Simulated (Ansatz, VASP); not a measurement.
# Nb: VASP beside Ansatz

```
CELL_PARAMETERS angstrom
2.81151 0.00000 0.00000
-1.40576 2.43484 0.00000
0.00000 0.00000 5.16052
ATOMIC_POSITIONS crystal
Nb 0.33333 0.66667 0.25000
Nb 0.66667 0.33333 0.75000
```

Alike in both runs: task single point; functional LDA; k mesh 14 × 14 × 7; occupations fermi-dirac, width 0.1 eV; no spin polarisation.

|  | VASP | Ansatz |
| --- | --- | --- |
| version | VASP 6.6.1 | Ansatz 0.2.0 |
| potentials or method | VASP PAW LDA potentials, release 64 (Nb_sv), cutoff 520 eV | plane waves (420 eV) with PAW, scalar-relativistic |
| valence electrons in the cell | 26 | 26 |

```csv
,VASP,Ansatz,Ansatz less VASP
pressure (GPa),-0.3,-0.2,+0.13
"traceless stress, the component that is largest in VASP (GPa)",0.49,0.48,-0.008
```

Ansatz warns that its potentials were made for another functional, while VASP's fit it. LDA's correlation is that of Perdew and Zunger in VASP and of Perdew and Wang (1992) in Ansatz.
